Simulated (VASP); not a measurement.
# SbAu (Pm-3m) in VASP: a series of runs

Aim: see how the results for SbAu move with the level of theory and the settings. Levels: PBE, r2SCAN. Tasks: single point, relaxation of cell and atoms.

Program: VASP 6.6.1. These are calculated values, not measurements. Logs are shortened: lines on timing, memory, paths and dates and some standing lists are left out, and cuts for length are marked.

**1. The cell of the first run**

Symmetry: Pm-3m, No. 221, cubic system. The conventional cell has a = 3.568 Å, b = 3.568 Å, c = 3.568 Å, α = 90.00°, β = 90.00°, γ = 90.00°. Sb (site symmetry m-3m) has 8 Au at 3.09 Å and 6 Sb at 3.57 Å within 4.1 Å. Within 4.1 Å of Au (site symmetry m-3m) lie 8 Sb at 3.09 Å and 6 Au at 3.57 Å.

**2. Single point, PBE**

The input, INCAR:

```
SYSTEM = SbAu
PREC = Accurate ; ENCUT = 500
EDIFF = 1E-6 ; ISMEAR = -1
SIGMA = 0.1 ; LREAL = .FALSE.
LASPH = .TRUE. ; NELM = 120
ALGO = Normal ; ISIF = 2
LWAVE = .FALSE. ; LCHARG = .FALSE.
GGA = PE ; NBANDS = 15
GGA_COMPAT = .FALSE.
```

The input, KPOINTS:

```
regular mesh
0
G
  5 5 5
  0 0 0
```

The input, POSCAR:

```
SbAu
1.0
    3.5679715683      0.0000000000      0.0000000000
    0.0000000000      3.5679715683      0.0000000000
    0.0000000000      0.0000000000      3.5679715683
Sb Au
1 1
Direct
    0.5000000000      0.5000000000      0.5000000000
    0.0000000000      0.0000000000      0.0000000000
```

Potentials or basis: VASP PAW PBE potentials, release 64 (Sb, Au).

Started as:

```bash
> cat potpaw_PBE.64/Sb/POTCAR potpaw_PBE.64/Au/POTCAR > POTCAR
> mpirun -np 1 vasp_std > vasp.out
```

OUTCAR:

```text
SYSTEM = SbAu
   PREC = Accurate
   ENCUT = 500
   EDIFF = 1E-6
   ISMEAR = -1
   LREAL = .FALSE.
   LASPH = .TRUE.
   NELM = 120
   ISIF = 2
   GGA = PE

 ion  position               nearest neighbor table
   1  0.500  0.500  0.500-   2 3.09   2 3.09   2 3.09   2 3.09   2 3.09   2 3.09   2 3.09   2 3.09

   2  0.000  0.000  0.000-   1 3.09   1 3.09   1 3.09   1 3.09   1 3.09   1 3.09   1 3.09   1 3.09

  LATTYP: Found a simple cubic cell.
 ALAT       =     3.5679715683

  Lattice vectors:

 A1 = (   3.5679715683,   0.0000000000,   0.0000000000)
 A2 = (   0.0000000000,   3.5679715683,   0.0000000000)
 A3 = (   0.0000000000,   0.0000000000,   3.5679715683)

Analysis of symmetry for initial positions (statically):
=====================================================================
 Subroutine PRICEL returns:
 Original cell was already a primitive cell.

 Routine SETGRP: Setting up the symmetry group for a
 simple cubic supercell.

 Subroutine GETGRP returns: Found 48 space group operations
 (whereof 48 operations were pure point group operations)
 out of a pool of 48 trial point group operations.

The static configuration has the point symmetry O_h .

Analysis of symmetry for dynamics (positions and initial velocities):
=====================================================================
 Subroutine PRICEL returns:
 Original cell was already a primitive cell.

 Routine SETGRP: Setting up the symmetry group for a
 simple cubic supercell.

 Subroutine GETGRP returns: Found 48 space group operations
 (whereof 48 operations were pure point group operations)
 out of a pool of 48 trial point group operations.

The dynamic configuration has the point symmetry O_h .

 Subroutine INISYM returns: Found 48 space group operations
 (whereof 48 operations are pure point group operations),
 and found     1 'primitive' translations

----------------------------------------------------------------------------------------

                                     Primitive cell

  volume of cell :      45.4218

  direct lattice vectors                    reciprocal lattice vectors
     3.567971568  0.000000000  0.000000000     0.280271292  0.000000000  0.000000000
     0.000000000  3.567971568  0.000000000     0.000000000  0.280271292  0.000000000
     0.000000000  0.000000000  3.567971568     0.000000000  0.000000000  0.280271292

  length of vectors
     3.567971568  3.567971568  3.567971568     0.280271292  0.280271292  0.280271292

  position of ions in fractional coordinates (direct lattice)
     0.500000000  0.500000000  0.500000000
     0.000000000  0.000000000  0.000000000

  ion indices of the primitive-cell ions
   primitive index   ion index
                 1           1
                 2           2

----------------------------------------------------------------------------------------

 KPOINTS: regular mesh

Automatic generation of k-mesh.
 Grid dimensions read from file:
 generate k-points for:    5    5    5

 Generating k-lattice:

  Cartesian coordinates                     Fractional coordinates (reciprocal lattice)
     0.056054258  0.000000000  0.000000000     0.200000000  0.000000000  0.000000000
     0.000000000  0.056054258  0.000000000     0.000000000  0.200000000  0.000000000
     0.000000000  0.000000000  0.056054258     0.000000000  0.000000000  0.200000000

  Length of vectors
     0.056054258  0.056054258  0.056054258

  Shift w.r.t. Gamma in fractional coordinates (k-lattice)
     0.000000000  0.000000000  0.000000000

 Subroutine IBZKPT returns following result:
 ===========================================

 Found     10 irreducible k-points:

 Following reciprocal coordinates:
            Coordinates               Weight
  0.000000  0.000000  0.000000      1.000000
  0.200000  0.000000  0.000000      6.000000
  0.400000  0.000000  0.000000      6.000000
  0.200000  0.200000  0.000000     12.000000
  0.400000  0.200000  0.000000     24.000000
  0.400000  0.400000  0.000000     12.000000
  0.200000  0.200000  0.200000      8.000000
  0.400000  0.200000  0.200000     24.000000
  0.400000  0.400000  0.200000     24.000000
  0.400000  0.400000  0.400000      8.000000
   k-points           NKPTS =     10   k-points in BZ     NKDIM =     10   number of bands    NBANDS=     15
   number of dos      NEDOS =    301   number of ions     NIONS =      2
   total plane-waves  NPLWV =  21952
   dimension x,y,z NGX =    28 NGY =   28 NGZ =   28
   dimension x,y,z NGXF=    56 NGYF=   56 NGZF=   56
   ions per type =               1   1
   NGX,Y,Z   is equivalent  to a cutoff of  13.05, 13.05, 13.05 a.u.
   NGXF,Y,Z  is equivalent  to a cutoff of  26.09, 26.09, 26.09 a.u.
 SYSTEM =  SbAu
   PREC   = accura    normal or accurate (medium, high low for compatibility)
   ISTART =      0    job   : 0-new  1-cont  2-samecut
   ICHARG =      2    charge: 1-file 2-atom 10-const
   ISPIN  =      1    spin polarized calculation?
   LNONCOLLINEAR =      F non collinear calculations
   LSORBIT =      F    spin-orbit coupling
   LASPH  =      T    aspherical Exc in radial PAW
   ENCUT  =  500.0 eV  36.75 Ry    6.06 a.u.   6.51  6.51  6.51*2*pi/ulx,y,z
   NELM   =    120;   NELMIN=  2; NELMDL= -5     # of ELM steps
   EDIFF  = 0.1E-05   stopping-criterion for ELM
   LREAL  =      F    real-space projection
   EDIFFG = 0.1E-04   stopping-criterion for IOM
   NSW    =      0    number of steps for IOM
   IBRION =     -1    ionic relax: 0-MD 1-quasi-New 2-CG
   NFREE  =      0    steps in history (QN), initial steepest desc. (CG)
   ISIF   =      2    stress and relaxation
   ISYM   =      2    0-nonsym 1-usesym 2-fastsym
   POTIM  = 0.5000    time-step for ionic-motion
   TEBEG  =    0.0;   TEEND  =   0.0 temperature during run
   PSTRESS=    0.0 pullay stress
   NELECT =      16.0000    total number of electrons
   NUPDOWN=      -1.0000    fix difference up-down
   EMIN   =  10.00;   EMAX   =-10.00  energy-range for DOS
   EFERMI =   0.00;   METHOD = LEGACY
   ISMEAR =    -1;   SIGMA  =   0.10  broadening in eV -4-tet -1-fermi 0-gaus
   EFERMI_NEDOS =   21; number of points for ismear=-14 and -15
   IALGO  =     38    algorithm
   IMIX   =      4    mixing-type and parameters
     AMIX     =   0.40;   BMIX     =  1.00
     AMIX_MAG =   1.60;   BMIX_MAG =  1.00
  volume/ion in A,a.u.               =      22.71       153.26
  Fermi-wavevector in a.u.,A,eV,Ry     =   1.156184  2.184870 18.187728  1.336760
  Thomas-Fermi vector in A             =   2.292806
   LORBIT       =      0    0 simple, 1 ext, 2 COOP (PROOUT), +10 PAW based schemes
   GGA     = PE    functional components
   LHFCALC =     F    Hartree Fock is set to
   AEXX    =    0.0000 exact exchange contribution
   IVDW    =     0    specifies the selected vdW correction
   LEPSILON=     F    determine dielectric tensor
   LRPA    =     F    only Hartree local field effects (RPA)
 non-spin polarized calculation
  energy-cutoff  :      500.00
  volume of cell :       45.42
 maximum number of plane-waves:      1189
 NGX is ok and might be reduce to    28
   NGX = 13   NGY = 13   NGZ = 13

 number of electron      15.9999998 magnetization

 Free energy of the ion-electron system (eV)
  ---------------------------------------------------
  ext. energy  EPLUGINS =         0.00000000
  ---------------------------------------------------
  free energy    TOTEN  =        -6.97366327 eV

  energy without entropy =       -6.90721116  energy(sigma->0) =       -6.94043722

 E-fermi :   8.4090     XC(G=0): -11.0536

 val. band max:        8.2895085618   @ k =   0.4000   0.4000   0.0000
 cond. band min:       8.4188509421   @ k =   0.4000   0.4000   0.4000
 fundamental gap:      0.1293423803
 Fermi energy:         8.4090047739

 k-point     1 :       0.0000    0.0000    0.0000
  band No.  band energies     occupation
      1      -3.4809      2.00000
      2       3.5977      2.00000
      3       3.5977      2.00000
      4       4.6691      2.00000
      5       4.6691      2.00000
      6       4.6691      2.00000
      7       8.7735      0.05090
      8       8.7735      0.05090
      9       8.7735      0.05090
     10       9.2021      0.00072
     11      15.2361      0.00000
     12      15.2361      0.00000
     13      21.4900      0.00000
     14      21.4900      0.00000
     15      21.4900      0.00000

 k-point     2 :       0.2000    0.0000    0.0000
  band No.  band energies     occupation
      1      -3.0252      2.00000
      2       3.4614      2.00000
      3       3.6528      2.00000
      4       4.3582      2.00000
      5       4.3582      2.00000
      6       4.6779      2.00000
      7       5.9780      2.00000
      8       9.5996      0.00001
      9       9.5996      0.00001
     10      11.2915      0.00000
     11      15.0388      0.00000
     12      17.1422      0.00000
     13      18.7470      0.00000
     14      18.7470      0.00000
     15      18.9813      0.00000

 k-point     3 :       0.4000    0.0000    0.0000
  band No.  band energies     occupation
      1      -1.8769      2.00000
      2       1.7636      2.00000
      3       3.7448      2.00000
      4       3.9657      2.00000
      5       3.9657      2.00000
      6       4.6922      2.00000
      7       5.3433      2.00000
      8      11.3285      0.00000
      9      11.3285      0.00000
     10      12.6991      0.00000
     11      14.6990      0.00000
     12      14.9854      0.00000
     13      15.7920      0.00000
     14      15.7920      0.00000
     15      20.2530      0.00000
[... 91 lines left out ...]
 k-point     9 :       0.4000    0.4000    0.2000
  band No.  band energies     occupation
      1      -0.6221      2.00000
      2       3.0354      2.00000
      3       3.2921      2.00000
      4       4.1330      2.00000
      5       4.8677      2.00000
      6       4.8738      2.00000
      7       5.5155      2.00000
      8       6.4131      2.00000
      9       8.6212      0.21404
     10       9.9726      0.00000
     11      13.5993      0.00000
     12      14.5192      0.00000
     13      16.7054      0.00000
     14      19.8987      0.00000
     15      22.8792      0.00000

 k-point    10 :       0.4000    0.4000    0.4000
  band No.  band energies     occupation
      1       0.2644      2.00000
      2       2.7530      2.00000
      3       2.7530      2.00000
      4       3.8551      2.00000
      5       4.9823      2.00000
      6       4.9823      2.00000
      7       6.3020      2.00000
      8       8.4189      0.95081
      9       8.4189      0.95081
     10       9.3564      0.00015
     11      11.3759      0.00000
     12      11.3759      0.00000
     13      13.5211      0.00000
     14      23.7903      0.00000
     15      23.7903      0.00000

------------------------ aborting loop because EDIFF is reached ----------------------------------------

  FORCE on cell =-STRESS in cart. coord.  units (eV):
  Direction    XX          YY          ZZ          XY          YZ          ZX
  --------------------------------------------------------------------------------------
  -------------------------------------------------------------------------------------
  Total       -0.0677557     -0.0677557     -0.0677557      0.0000000      0.0000000      0.0000000
  in kB       -2.3899680     -2.3899680     -2.3899680      0.0000000      0.0000000      0.0000000
  external PRESSURE =      -2.3899680 kB  Pullay stress =       0.0000000 kB

 VOLUME and BASIS-vectors are now :
 -----------------------------------------------------------------------------
  energy-cutoff  :      500.00
  volume of cell :       45.42
      direct lattice vectors                 reciprocal lattice vectors
     3.567971568  0.000000000  0.000000000     0.280271292  0.000000000  0.000000000
     0.000000000  3.567971568  0.000000000     0.000000000  0.280271292  0.000000000
     0.000000000  0.000000000  3.567971568     0.000000000  0.000000000  0.280271292

 POSITION                                       TOTAL-FORCE (eV/Angst)
 -----------------------------------------------------------------------------------
      1.78399      1.78399      1.78399         0.000000      0.000000      0.000000
      0.00000      0.00000      0.00000         0.000000      0.000000      0.000000
 -----------------------------------------------------------------------------------
    total drift:                               -0.000000      0.000000     -0.000000

  FREE ENERGIE OF THE ION-ELECTRON SYSTEM (eV)
  ---------------------------------------------------
  free  energy   TOTEN  =        -6.9736632715 eV

  energy  without entropy=       -6.9072111594  energy(sigma->0) =       -6.94043722
```

It took 15 s on 1 thread of Intel Xeon 8259CL, shared host; peak memory 0.16 GiB.

What came out:

```
Free energy            : -6.9737 eV
Pressure               : -0.2 GPa
Band gap on the k mesh : zero (band 8 reaches 11.33 eV, above the bottom of band 9 at 8.12 eV)
```

Caveat: spin-orbit coupling is left out, which moves the levels of the heavy elements.

**3. Single point, r2SCAN**

This run uses another cell than the first one, of 22.32 Å³/atom, 0.983 times its volume.

The input, POSCAR:

```
SbAu
1.0
    3.5474168160      0.0000000000      0.0000000000
    0.0000000000      3.5474168160      0.0000000000
    0.0000000000      0.0000000000      3.5474168160
Sb Au
1 1
Direct
    0.5000000000      0.5000000000      0.5000000000
    0.0000000000      0.0000000000      0.0000000000
```

The input, INCAR.step1:

```
PREC = Accurate
ENCUT = 550
ISMEAR = -1
SIGMA = 0.1
LREAL = F
LASPH = T
NELM = 120
NBANDS = 15
GGA = PE
ALGO = Normal
EDIFF = 1E-5
LWAVE = T
LCHARG = F
GGA_COMPAT = F
```

The input, INCAR.step2:

```
PREC = Accurate
ENCUT = 550
EDIFF = 1E-6
ISMEAR = -1
SIGMA = 0.1
LREAL = F
LASPH = T
NELM = 120
ALGO = Normal
ISIF = 2
LWAVE = F
LCHARG = F
METAGGA = R2SCAN
LMIXTAU = T
NBANDS = 15
ISTART = 1
GGA_COMPAT = F
```

The input, KPOINTS:

```
Automatic mesh
0
Gamma
  5 5 5
```

Potentials or basis: VASP PAW PBE potentials, release 64 (Sb, Au).

Started as:

```bash
> cat potpaw_PBE.64/Sb/POTCAR potpaw_PBE.64/Au/POTCAR > POTCAR
> cp INCAR.step1 INCAR
> mpirun -np 1 vasp_std > vasp.out
> cp INCAR.step2 INCAR
> mpirun -np 1 vasp_std > vasp.out
```

It took 70 s on 1 thread of Intel Xeon 8259CL, shared host; peak memory 0.16 GiB.

Results (log left out):

```yaml
Free_energy: -75.6517 eV
Pressure: -0.2 GPa
Band_gap_on_the_k_mesh: zero (band 8 reaches 11.61 eV, above the bottom of band 9 at 8.21 eV)
```

Levels at points of the mesh, in eV from the Fermi level:
| k point | band 6 | band 7 | band 8 | band 9 | band 10 | band 11 |
| --- | --- | --- | --- | --- | --- | --- |
| (0.00, 0.00, 0.00) | -4.04 | 0.29 | 0.29 | 0.29 | 1.16 | 7.29 |

Caveat: the PAW data sets were made with another functional, which shifts forces and pressure a little; spin-orbit coupling is left out, which moves the levels of the heavy elements.

[end of part 1 of 2]
